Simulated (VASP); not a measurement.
W, 1 atom in the cell. It takes space group Fm-3m (No. 225, cubic). Conventional cell: a = 4.041 Å, b = 4.041 Å, c = 4.041 Å, α = 90.00°, β = 90.00°, γ = 90.00°. W (site symmetry m-3m) has 12 W at 2.86 Å within 3.8 Å. This isn't the form of W at room conditions, which is bcc.

```yaml
Program: VASP 6.6.1
Task: single point
Functional: PBE
Potentials_or_basis: VASP PAW PBE potentials, release 64 (W_sv)
Cutoff: 520 eV
k_mesh: 18 × 18 × 18
Occupations: fermi-dirac, width 0.05 eV
Spin: non-collinear spin, zero start, spin-orbit coupling
Starting_moments: "[[0.0, 0.0, 0.0]] μB"
Dipole_correction: no
Further_INCAR_settings: ALGO = Normal; EDIFF = 1e-06; NBANDS = 25
```

Potentials or basis: VASP PAW PBE potentials, release 64 (W_sv).

Run with:

```console
$ cat potpaw_PBE.64/W_sv/POTCAR > POTCAR
$ mpirun -np 1 vasp_ncl > vasp.out
```

Hardware: 1 thread of Intel Xeon 8259CL, with other jobs on the host.

How long does it take, and how much memory?

Wall time 3.4 min on 1 thread of Intel Xeon 8259CL, with other jobs on the host, peak memory 0.27 GiB. Counts: scf iterations 12, k points 195.
